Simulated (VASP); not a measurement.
# BN (P6_3/mmc) in VASP: settings compared

BN is run at these levels: BLYP, RPBE; tasks: single point.

All numbers are computed with VASP 6.6.1; they aren't measurements. Logs are shortened: lines on timing, memory, paths and dates and some standing lists are left out, and cuts for length are marked.

**1. The cell of the first run**

It takes space group P6_3/mmc (No. 194, hexagonal). Conventional cell: a = 2.498 Å, b = 2.498 Å, c = 6.636 Å, α = 90.00°, β = 90.00°, γ = 120.00°. Within 1.9 Å of B (site symmetry -6m2) lie 3 N at 1.44 Å. N (site symmetry -6m2) has 3 B at 1.44 Å within 1.9 Å.

**2. Single point, BLYP**

Input file INCAR:

```
SYSTEM = BN
  PREC = Accurate
  ENCUT = 600
  EDIFF = 1E-6
  ISMEAR = 0
  SIGMA = 0.01
  LREAL = .False.
  LASPH = .True.
  NELM = 120
  ALGO = Normal
  ISIF = 2
  LWAVE = .False.
  LCHARG = .True.
  GGA = B5
  ALDAX = 1.0
  AGGAX = 1.0
  AGGAC = 1.0
  ALDAC = 0.0
  LELF = .True.
  LVHAR = .True.
  NBANDS = 16
  GGA_COMPAT = .False.
```

Input file KPOINTS:

```
regular mesh
0
Gamma
  12 12 4
  0 0 0
```

Input file POSCAR:

```
BN
1.0
    2.4982400000      0.0000000000      0.0000000000
   -1.2491200000      2.1635390000      0.0000000000
    0.0000000000      0.0000000000      6.6357000000
B N
2 2
Direct
    0.3333333333      0.6666666667      0.2500000000
    0.6666666667      0.3333333333      0.7500000000
    0.3333333333      0.6666666667      0.7500000000
    0.6666666667      0.3333333333      0.2500000000
```

Potentials or basis: VASP PAW PBE potentials, release 64 (B, N).

Launch:

```sh
> cat potpaw_PBE.64/B/POTCAR potpaw_PBE.64/N/POTCAR > POTCAR
> mpirun -np 1 vasp_std > vasp.out
```

OUTCAR:

```text
SYSTEM = BN
   PREC = Accurate
   ENCUT = 600
   EDIFF = 1E-6
   ISMEAR = 0
   LREAL = .False.
   LASPH = .True.
   NELM = 120
   ISIF = 2
   GGA = B5

 ion  position               nearest neighbor table
   1  0.333  0.667  0.250-   4 1.44   4 1.44   4 1.44
   2  0.667  0.333  0.750-   3 1.44   3 1.44   3 1.44
   3  0.333  0.667  0.750-   2 1.44   2 1.44   2 1.44
   4  0.667  0.333  0.250-   1 1.44   1 1.44   1 1.44

  LATTYP: Found a hexagonal cell.
 ALAT       =     2.4982400000
 C/A-ratio  =     2.6561499296

  Lattice vectors:

 A1 = (   2.4982400000,   0.0000000000,   0.0000000000)
 A2 = (  -1.2491200000,   2.1635390000,   0.0000000000)
 A3 = (   0.0000000000,   0.0000000000,   6.6357000000)

Analysis of symmetry for initial positions (statically):
=====================================================================
 Subroutine PRICEL returns:
 Original cell was already a primitive cell.

 Routine SETGRP: Setting up the symmetry group for a
 hexagonal supercell.

 Subroutine GETGRP returns: Found 24 space group operations
 (whereof 12 operations were pure point group operations)
 out of a pool of 24 trial point group operations.

The static configuration has the point symmetry D_3d.
 The point group associated with its full space group is D_6h.

Analysis of symmetry for dynamics (positions and initial velocities):
=====================================================================
 Subroutine PRICEL returns:
 Original cell was already a primitive cell.

 Routine SETGRP: Setting up the symmetry group for a
 hexagonal supercell.

 Subroutine GETGRP returns: Found 24 space group operations
 (whereof 12 operations were pure point group operations)
 out of a pool of 24 trial point group operations.

The dynamic configuration has the point symmetry D_3d.
 The point group associated with its full space group is D_6h.

 Subroutine INISYM returns: Found 24 space group operations
 (whereof 12 operations are pure point group operations),
 and found     1 'primitive' translations

----------------------------------------------------------------------------------------

                                     Primitive cell

  volume of cell :      35.8662

  direct lattice vectors                    reciprocal lattice vectors
     2.498240000  0.000000000  0.000000000     0.400281798  0.231102837  0.000000000
    -1.249120000  2.163539000  0.000000000     0.000000000  0.462205673  0.000000000
     0.000000000  0.000000000  6.635700000     0.000000000  0.000000000  0.150700002

  length of vectors
     2.498240000  2.498239736  6.635700000     0.462205624  0.462205673  0.150700002

  position of ions in fractional coordinates (direct lattice)
     0.333333333  0.666666667  0.250000000
     0.666666667  0.333333333  0.750000000
     0.333333333  0.666666667  0.750000000
     0.666666667  0.333333333  0.250000000

  ion indices of the primitive-cell ions
   primitive index   ion index
                 1           1
                 2           2
                 3           3
                 4           4

----------------------------------------------------------------------------------------

 KPOINTS: regular mesh

Automatic generation of k-mesh.
 Grid dimensions read from file:
 generate k-points for:   12   12    4

 Generating k-lattice:

  Cartesian coordinates                     Fractional coordinates (reciprocal lattice)
     0.033356817  0.019258570  0.000000000     0.083333333  0.000000000  0.000000000
     0.000000000  0.038517139  0.000000000     0.000000000  0.083333333  0.000000000
     0.000000000  0.000000000  0.037675000     0.000000000  0.000000000  0.250000000

  Length of vectors
     0.038517135  0.038517139  0.037675000

  Shift w.r.t. Gamma in fractional coordinates (k-lattice)
     0.000000000  0.000000000  0.000000000

 Subroutine IBZKPT returns following result:
 ===========================================

 Found     57 irreducible k-points:

 Following reciprocal coordinates:
            Coordinates               Weight
  0.000000  0.000000  0.000000      1.000000
  0.083333 -0.000000  0.000000      6.000000
  0.166667  0.000000  0.000000      6.000000
  0.250000  0.000000  0.000000      6.000000
  0.333333  0.000000  0.000000      6.000000
  0.416667 -0.000000  0.000000      6.000000
[... 16 lines left out ...]
  0.250000  0.000000  0.250000     12.000000
  0.333333  0.000000  0.250000     12.000000
 [... further k-points ...]
   k-points           NKPTS =     57   k-points in BZ     NKDIM =     57   number of bands    NBANDS=     16
   number of dos      NEDOS =    301   number of ions     NIONS =      4
   total plane-waves  NPLWV =  21600
   dimension x,y,z NGX =    20 NGY =   20 NGZ =   54
   dimension x,y,z NGXF=    40 NGYF=   40 NGZF=  108
   ions per type =               2   2
   NGX,Y,Z   is equivalent  to a cutoff of  13.31, 13.31, 13.53 a.u.
   NGXF,Y,Z  is equivalent  to a cutoff of  26.62, 26.62, 27.06 a.u.
 SYSTEM =  BN
   PREC   = accura    normal or accurate (medium, high low for compatibility)
   ISTART =      0    job   : 0-new  1-cont  2-samecut
   ICHARG =      2    charge: 1-file 2-atom 10-const
   ISPIN  =      1    spin polarized calculation?
   LNONCOLLINEAR =      F non collinear calculations
   LSORBIT =      F    spin-orbit coupling
   LASPH  =      T    aspherical Exc in radial PAW
   ENCUT  =  600.0 eV  44.10 Ry    6.64 a.u.   4.99  4.99 13.25*2*pi/ulx,y,z
   NELM   =    120;   NELMIN=  2; NELMDL= -5     # of ELM steps
   EDIFF  = 0.1E-05   stopping-criterion for ELM
   LREAL  =      F    real-space projection
   EDIFFG = 0.1E-04   stopping-criterion for IOM
   NSW    =      0    number of steps for IOM
   IBRION =     -1    ionic relax: 0-MD 1-quasi-New 2-CG
   NFREE  =      0    steps in history (QN), initial steepest desc. (CG)
   ISIF   =      2    stress and relaxation
   ISYM   =      2    0-nonsym 1-usesym 2-fastsym
   POTIM  = 0.5000    time-step for ionic-motion
   TEBEG  =    0.0;   TEEND  =   0.0 temperature during run
   PSTRESS=    0.0 pullay stress
   NELECT =      16.0000    total number of electrons
   NUPDOWN=      -1.0000    fix difference up-down
   EMIN   =  10.00;   EMAX   =-10.00  energy-range for DOS
   EFERMI =   0.00;   METHOD = LEGACY
   ISMEAR =     0;   SIGMA  =   0.01  broadening in eV -4-tet -1-fermi 0-gaus
   EFERMI_NEDOS =   21; number of points for ismear=-14 and -15
   IALGO  =     38    algorithm
   IMIX   =      4    mixing-type and parameters
     AMIX     =   0.40;   BMIX     =  1.00
     AMIX_MAG =   1.60;   BMIX_MAG =  1.00
  volume/ion in A,a.u.               =       8.97        60.51
  Fermi-wavevector in a.u.,A,eV,Ry     =   1.250891  2.363842 21.289435  1.564729
  Thomas-Fermi vector in A             =   2.384864
   LORBIT       =      0    0 simple, 1 ext, 2 COOP (PROOUT), +10 PAW based schemes
   GGA     = B5    functional components
   LHFCALC =     F    Hartree Fock is set to
   AEXX    =    0.0000 exact exchange contribution
   IVDW    =     0    specifies the selected vdW correction
   LEPSILON=     F    determine dielectric tensor
   LRPA    =     F    only Hartree local field effects (RPA)
 non-spin polarized calculation
 Gauss-broadening in eV      SIGMA  =   0.01
  energy-cutoff  :      600.00
  volume of cell :       35.87
 maximum number of plane-waves:      1224
 NGX is ok and might be reduce to    20
   NGX =  9   NGY =  9   NGZ = 27

 number of electron      15.9999998 magnetization

 Free energy of the ion-electron system (eV)
  ---------------------------------------------------
  ext. energy  EPLUGINS =         0.00000000
  ---------------------------------------------------
  free energy    TOTEN  =       -33.63672706 eV

  energy without entropy =      -33.63672706  energy(sigma->0) =      -33.63672706

 E-fermi :   2.7201     XC(G=0):  -9.6058

 val. band max:        2.6701461975   @ k =   0.3333   0.3333   0.5000
 cond. band min:       7.0349922995   @ k =   0.5000   0.0000   0.0000
 fundamental gap:      4.3648461021
 Fermi energy:         2.7201420469

 k-point     1 :       0.0000    0.0000    0.0000
  band No.  band energies     occupation
      1     -15.0827      2.00000
      2     -14.7876      2.00000
      3      -3.5279      2.00000
      4      -1.4066      2.00000
      5       1.2491      2.00000
      6       1.2491      2.00000
[... 8 lines left out ...]
     15      15.1319      0.00000
     16      15.7521      0.00000

 k-point     2 :       0.0833   -0.0000    0.0000
  band No.  band energies     occupation
      1     -14.9474      2.00000
      2     -14.6569      2.00000
      3      -3.3409      2.00000
      4      -1.2390      2.00000
      5       0.7058      2.00000
      6       0.7379      2.00000
[... 8 lines left out ...]
     15      15.2487      0.00000
     16      15.5858      0.00000

 k-point     3 :       0.1667    0.0000    0.0000
  band No.  band energies     occupation
      1     -14.5487      2.00000
      2     -14.2724      2.00000
      3      -2.7870      2.00000
      4      -0.7462      2.00000
      5      -0.6793      2.00000
      6      -0.6401      2.00000
[... 8 lines left out ...]
     15      16.6511      0.00000
     16      16.6736      0.00000

 k-point     4 :       0.2500    0.0000    0.0000
  band No.  band energies     occupation
      1     -13.9134      2.00000
      2     -13.6622      2.00000
      3      -2.4476      2.00000
      4      -2.3881      2.00000
      5      -1.8913      2.00000
      6      -0.3556      2.00000
[... 8 lines left out ...]
     15      18.1151      0.00000
     16      18.7959      0.00000

 k-point     5 :       0.3333    0.0000    0.0000
  band No.  band energies     occupation
      1     -13.1088      2.00000
      2     -12.8980      2.00000
      3      -4.2142      2.00000
      4      -4.1351      2.00000
      5      -0.9792      2.00000
      6      -0.9189      2.00000
[... 8 lines left out ...]
     15      18.4923      0.00000
     16      21.3089      0.00000

 k-point     6 :       0.4167   -0.0000    0.0000
  band No.  band energies     occupation
      1     -12.3057      2.00000
      2     -12.1623      2.00000
      3      -5.6216      2.00000
      4      -5.5417      2.00000
      5      -1.3884      2.00000
      6      -1.3254      2.00000
[... 8 lines left out ...]
     15      18.0609      0.00000
     16      21.7381      0.00000
[... 267 lines left out ...]
 k-point    21 :       0.0833   -0.0000    0.2500
  band No.  band energies     occupation
      1     -14.9071      2.00000
      2     -14.7018      2.00000
      3      -3.0847      2.00000
      4      -1.6194      2.00000
      5       0.7119      2.00000
      6       0.7362      2.00000
[... 8 lines left out ...]
     15      15.2919      0.00000
     16      15.5249      0.00000

 k-point    22 :       0.1667    0.0000    0.2500
  band No.  band energies     occupation
      1     -14.5103      2.00000
      2     -14.3150      2.00000
      3      -2.5399      2.00000
      4      -1.1346      2.00000
      5      -0.6672      2.00000
      6      -0.6202      2.00000
[... 8 lines left out ...]
     15      16.5530      0.00000
     16      16.6336      0.00000

 k-point    23 :       0.2500    0.0000    0.2500
  band No.  band energies     occupation
      1     -13.8783      2.00000
      2     -13.7008      2.00000
      3      -2.4529      2.00000
      4      -2.4035      2.00000
      5      -1.6358      2.00000
      6      -0.3478      2.00000
[... 8 lines left out ...]
     15      18.8109      0.00000
     16      18.8909      0.00000

 k-point    24 :       0.3333    0.0000    0.2500
  band No.  band energies     occupation
      1     -13.0790      2.00000
      2     -12.9300      2.00000
      3      -4.2062      2.00000
      4      -4.1496      2.00000
      5      -0.9703      2.00000
      6      -0.9279      2.00000
[... 8 lines left out ...]
     15      19.5728      0.00000
     16      21.3341      0.00000

 [... further k-points ...]
[... 5 lines left out ...]
  --------------------------------------------------------------------------------------
  -------------------------------------------------------------------------------------
  Total        1.7842512      1.7842507      1.0014581      0.0000000     -0.0000000      0.0000000
  in kB       79.7041526     79.7041302     44.7360618      0.0000000     -0.0000000      0.0000000
  external PRESSURE =      68.0481149 kB  Pullay stress =       0.0000000 kB

 VOLUME and BASIS-vectors are now :
 -----------------------------------------------------------------------------
  energy-cutoff  :      600.00
  volume of cell :       35.87
      direct lattice vectors                 reciprocal lattice vectors
     2.498240000  0.000000000  0.000000000     0.400281798  0.231102837  0.000000000
    -1.249120000  2.163539000  0.000000000     0.000000000  0.462205673  0.000000000
     0.000000000  0.000000000  6.635700000     0.000000000  0.000000000  0.150700002

 POSITION                                       TOTAL-FORCE (eV/Angst)
 -----------------------------------------------------------------------------------
     -0.00000      1.44236      1.65892         0.000000      0.000000      0.000000
      1.24912      0.72118      4.97677        -0.000000     -0.000000      0.000000
     -0.00000      1.44236      4.97677        -0.000000      0.000000      0.000000
      1.24912      0.72118      1.65892         0.000000     -0.000000      0.000000
 -----------------------------------------------------------------------------------
    total drift:                                0.000000     -0.000000      0.000000

  FREE ENERGIE OF THE ION-ELECTRON SYSTEM (eV)
  ---------------------------------------------------
  free  energy   TOTEN  =       -33.6367270626 eV

  energy  without entropy=      -33.6367270626  energy(sigma->0) =      -33.63672706
```

It took 46 s on 1 thread of Intel Xeon Platinum 8375C at 2.90GHz (Ice Lake), shared host; peak memory 0.16 GiB.

What came out:

* Free energy: -33.6367 eV
* Pressure: 6.8 GPa
* Band gap on the k mesh: 4.36 eV, indirect (least direct gap 4.72 eV)

Stress tensor (GPa, compression positive):
```
7.97 0.00 0.00
0.00 7.97 0.00
0.00 0.00 4.47
```

Caveat: the PAW data sets were made with another functional, which shifts forces and pressure a little; this functional lacks dispersion, which binds the layers, so the pressure and a relaxed spacing across them are unreliable. A k mesh can miss the band edges.

**3. Single point, RPBE**

Input file INCAR:

```
SYSTEM = BN
  PREC = Accurate
  ENCUT = 600
  EDIFF = 1E-6
  ISMEAR = 0
  SIGMA = 0.01
  LREAL = .FALSE.
  LASPH = .TRUE.
  NELM = 120
  ALGO = Normal
  ISIF = 2
  LWAVE = .FALSE.
  LCHARG = .FALSE.
  GGA = RP
  NBANDS = 16
  GGA_COMPAT = .FALSE.
```

Input file KPOINTS:

```
Automatic mesh
0
G
  12 12 4
  0 0 0
```

POSCAR is that of step 2.

Potentials or basis: VASP PAW PBE potentials, release 64 (B, N).

Launch:

```sh
> cat potpaw_PBE.64/B/POTCAR potpaw_PBE.64/N/POTCAR > POTCAR
> mpirun -np 1 vasp_std > vasp.out
```

Wall time 39 s (1 thread of Intel Xeon Platinum 8375C at 2.90GHz (Ice Lake), shared host); peak memory 0.17 GiB.

It converged, with:

- Free energy: -33.6755 eV
- Pressure: 9.0 GPa
- Band gap on the k mesh: 4.40 eV, indirect (least direct gap 4.73 eV)

Stress tensor (GPa, compression positive):
```
10.99  0.00  0.00
 0.00 10.99  0.00
 0.00  0.00  4.93
```

Levels at points of the mesh, in eV from the valence-band top:
```csv
k point,band 4,band 5,band 6,band 7,band 8,band 9,band 10,band 11,band 12,band 13
"(0.00, 0.00, 0.00)",-4.12,-1.30,-1.30,-1.27,-1.27,5.53,10.57,11.65,11.65,11.77
"(0.50, 0.00, 0.00)",-8.88,-4.14,-4.07,-1.43,-0.44,4.40,5.72,9.65,10.05,13.08
"(0.00, 0.00, 0.50)",-5.27,-1.28,-1.28,-1.28,-1.28,7.87,7.87,11.71,11.71,11.71
"(0.50, 0.00, 0.50)",-8.92,-4.10,-4.10,-0.91,-0.91,4.85,4.85,10.01,10.01,13.93
```

Caveat: the PAW data sets were made with another functional, which shifts forces and pressure a little; this functional lacks dispersion, which binds the layers, so the pressure and a relaxed spacing across them are unreliable. As with any semilocal functional, this RPBE gap is likely too small.
